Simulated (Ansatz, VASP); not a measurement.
**ZnS in VASP and in Ansatz**

```
Zn S
1.0
     0.00000    2.64834    2.64834
     2.64834    0.00000    2.64834
     2.64834    2.64834    0.00000
Zn S
1 1
Cartesian
  0.0000 0.0000 0.0000
  3.9725 3.9725 3.9725
```

Alike in both runs: functional LDA; k mesh 10 × 10 × 10; occupations gaussian, width 0.02 eV; no spin polarisation.

Ansatz relaxed the structure, and its values are those at the end. VASP's run is a single point on that final structure, the one shown.

|  | VASP | Ansatz |
| --- | --- | --- |
| version | VASP 6.6.1 | Ansatz 0.2.0 |
| potentials or method | VASP PAW LDA potentials, release 64 (Zn, S), cutoff 520 eV | scalar-relativistic, plane waves, PAW |
| valence electrons in the cell | 18 | 18 |

```csv
,VASP,Ansatz,Ansatz less VASP
gap on the k mesh at the Fermi level (eV),2.16,2.13,-0.035
least direct gap on the mesh (eV),2.16,2.13,-0.035
pressure (GPa),0.2,0.0,-0.24
```

LDA's correlation is that of Perdew and Zunger in VASP and of Perdew and Wang (1992) in Ansatz.
